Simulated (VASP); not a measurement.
Ir: single point with PBE

Crystal: Ir.

```
CELL_PARAMETERS angstrom
4.19691 0.00000 0.00000
-2.09845 3.63463 0.00000
0.00000 0.00000 2.59169
ATOMIC_POSITIONS crystal
Ir 0.00000 0.00000 0.00000
Ir 0.33333 0.66667 0.50000
Ir 0.66667 0.33333 0.50000
```

This isn't the form of Ir at room conditions, which is fcc.

- Program: VASP 6.6.1
- Task: single point
- Functional: PBE
- Potentials or basis: VASP PAW PBE potentials, release 64 (Ir)
- Cutoff: 520 eV
- k mesh: 9 × 9 × 13
- Occupations: fermi-dirac, width 0.1 eV
- Spin: no spin polarisation
- Dipole correction: no
- Further INCAR settings: ALGO = Normal; EDIFF = 1e-06; NBANDS = 20

```
Pressure               : 57.7 GPa
Band gap on the k mesh : zero (an odd number of electrons rules out a gap without spin polarisation)
```

Stress tensor (GPa, compression positive):
```
60.04  0.00  0.00
 0.00 60.04  0.00
 0.00  0.00 52.90
```

Levels at points of the mesh, in eV from the Fermi level:
```tsv
k point	band 12	band 13	band 14	band 15	band 16	band 17
(0.00, 0.00, 0.00)	-2.44	-2.40	-2.40	1.42	1.42	6.86
```

Run time: 65 s on 1 thread of Intel Xeon 8259CL, with other jobs on the host, peak memory 0.19 GiB.

Caveat: the cell stands under pressure; spin-orbit coupling is left out, which moves the levels of the heavy elements.
